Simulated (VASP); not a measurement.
Wanted: the native input for a VASP 6.6.1 run.

```
Task                   : single point
Functional             : PBE
Potentials or basis    : VASP PAW PBE potentials, release 64 (Be, Sb, N)
Cutoff                 : 520 eV
k mesh                 : 6 × 6 × 6
Occupations            : gaussian, width 0.1 eV
Spin                   : no spin polarisation
Dipole correction      : no
Further INCAR settings : ALGO = Normal; EDIFF = 1e-06; NBANDS = 16
```

The structure of Be3SbN lies in POSCAR:

```
Be3SbN
1.0
    3.6423566906      0.0000000000      0.0000000000
    0.0000000000      3.6423566906      0.0000000000
    0.0000000000      0.0000000000      3.6423566906
Be Sb N
3 1 1
Direct
    0.0000000000      0.5000000000      0.5000000000
    0.5000000000      0.5000000000      0.0000000000
    0.5000000000      0.0000000000      0.5000000000
    0.0000000000      0.0000000000      0.0000000000
    0.5000000000      0.5000000000      0.5000000000
```

One way to write it, as run:

INCAR

```
ALGO = Normal ; EDIFF = 1E-6
ENCUT = 520 ; GGA = PE
ISIF = 2 ; ISMEAR = 0
LASPH = True ; LCHARG = True
LELF = True ; LREAL = False
LVHAR = True ; LWAVE = False
NBANDS = 16 ; NELM = 100
PREC = Accurate ; SIGMA = 0.1
```

KPOINTS

```
k-points
0
Gamma
  6 6 6
```

Potentials or basis: VASP PAW PBE potentials, release 64 (Be, Sb, N).

Run with:

```sh
$ cat potpaw_PBE.64/Be/POTCAR potpaw_PBE.64/Sb/POTCAR potpaw_PBE.64/N/POTCAR > POTCAR
$ mpirun -np 1 vasp_std > vasp.out
```

Results of the run:

The pressure is 19.3 GPa. The band gap on the k mesh is zero (band 8 reaches 11.09 eV, above the bottom of band 9 at 10.62 eV).

Caveat: spin-orbit coupling is left out, which moves the levels of the heavy elements.

Run time: 16 s on 1 thread of Intel(R) Xeon(R) Platinum 8259CL CPU @ 2.50GHz (Skylake/Cascade Lake), on a shared host, peak memory 0.16 GiB.
